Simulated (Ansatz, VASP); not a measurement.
# Sb2S3 in VASP and in Ansatz

```
Sb S
1.0
    11.28943    0.00000    0.00000
     0.00000    3.82985    0.00000
     0.00000    0.00000   10.92420
Sb S
8 12
Direct
  0.47526 0.25000 0.32601
  0.02474 0.75000 0.82601
  0.97526 0.25000 0.17399
  0.52474 0.75000 0.67399
  0.34740 0.75000 0.03243
  0.15260 0.25000 0.53243
  0.84740 0.75000 0.46757
  0.65260 0.25000 0.96757
  0.29043 0.25000 0.19138
  0.20957 0.75000 0.69138
  0.79043 0.25000 0.30862
  0.70957 0.75000 0.80862
  0.54842 0.75000 0.12660
  0.95158 0.25000 0.62660
  0.04842 0.75000 0.37340
  0.45158 0.25000 0.87340
  0.37440 0.75000 0.44221
  0.12560 0.25000 0.94221
  0.87440 0.75000 0.05779
  0.62560 0.25000 0.55779
```

Alike in both runs: functional PBEsol; k mesh 4 × 8 × 4; occupations gaussian, width 0.02 eV; no spin polarisation.

Ansatz relaxed the structure, and its values are those at the end. VASP's run is a single point on that final structure, the one shown.

|  | VASP | Ansatz |
| --- | --- | --- |
| version | VASP 6.6.1 | Ansatz 0.2.0 |
| potentials or method | VASP PAW PBE potentials, release 64 (Sb, S), cutoff 500 eV | scalar-relativistic, plane waves, PAW |
| valence electrons in the cell | 112 | 192 |

```tsv
	VASP	Ansatz	Ansatz less VASP
gap on the k mesh at the Fermi level (eV)	1.18	1.19	+0.015
least direct gap on the mesh (eV)	1.19	1.21	+0.016
pressure (GPa)	0.0	0.0	-0.03
rms of the force components (eV/Å)	0.016	0.001	-0.0146
```

VASP's potentials were made for PBE, not for PBEsol. VASP's potentials hold 112 valence electrons a cell and Ansatz's 192, so a difference there can come from the potentials and not from the codes.

Spin-orbit coupling is off throughout.
